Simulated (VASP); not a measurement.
Runs of VASP 6.6.1 on C. The structure is that of space group Fd-3m (No. 227), or close to it. The cells are those of the table. 

```csv
cell,gap on the mesh (eV),pressure (GPa)
"a = 2.522 Å, angles 60.0°, 2 atoms",4.13,1.8
"a = 2.471 Å, angles 60.0°, 2 atoms",4.27,32.4
"a = 2.547 Å, angles 60.0°, 2 atoms",4.07,-10.6
"a = 2.572 Å, angles 60.0°, 2 atoms",4.01,(b)
"a = 2.497 Å, angles 60.0°, 2 atoms",4.20,(a)
```

Alike in all rows: task single point; level PBE; potentials or basis VASP PAW PBE potentials, release 64 (C); no spin polarisation; k mesh 20 × 20 × 20; cutoff (eV) 600; smearing gaussian 0.02 eV.

Question: Fill in the values left out.

Answer: (a) 16.0; (b) -21.3.

Caveats: the cell stands under pressure (at least some runs); the cell stands under tension (at least some runs).

A k mesh can miss the band edges.
